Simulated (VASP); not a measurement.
**TiO: single point with PBEsol**

Crystal: TiO.

```
CELL_PARAMETERS angstrom
2.85161 0.00000 0.00000
-1.42580 2.46956 0.00000
0.00000 0.00000 5.56750
ATOMIC_POSITIONS crystal
Ti 0.33333 0.66667 0.25000
Ti 0.66667 0.33333 0.75000
O 0.00000 0.00000 0.00000
O 0.00000 0.00000 0.50000
```

| Quantity | Value |
| --- | --- |
| Program | VASP 6.6.1 |
| Task | single point |
| Functional | PBEsol |
| Potentials or basis | VASP PAW PBE potentials, release 64 (Ti_sv, O) |
| Cutoff | 520 eV |
| k mesh | 9 × 9 × 4 |
| Occupations | gaussian, width 0.05 eV |
| Spin | no spin polarisation |

```yaml
Pressure: -9.3 GPa
Band_gap_on_the_k_mesh: zero (band 18 reaches 11.19 eV, above the bottom of band 19 at 10.99 eV)
```

Stress tensor (GPa, compression positive):
```
 -8.54   0.00   0.00
  0.00  -8.54   0.00
  0.00   0.00 -10.80
```

Levels at points of the mesh, in eV from the Fermi level:
```tsv
k point	band 16	band 17	band 18	band 19	band 20	band 21
(0.00, 0.00, 0.00)	-5.31	-2.07	-0.22	-0.22	0.04	0.78
(0.00, 0.00, 0.50)	-5.64	-0.61	-0.61	0.62	0.62	0.62
```

Run time: 38 s on 1 thread of AMD EPYC 7R13 Processor (Zen 3), on a shared host, peak memory 0.15 GiB.

Caveat: the PAW data sets were made with another functional, which shifts forces and pressure a little; semilocal functionals often make such compounds metallic where correlation or magnetic order opens a gap, which also shifts bond lengths.
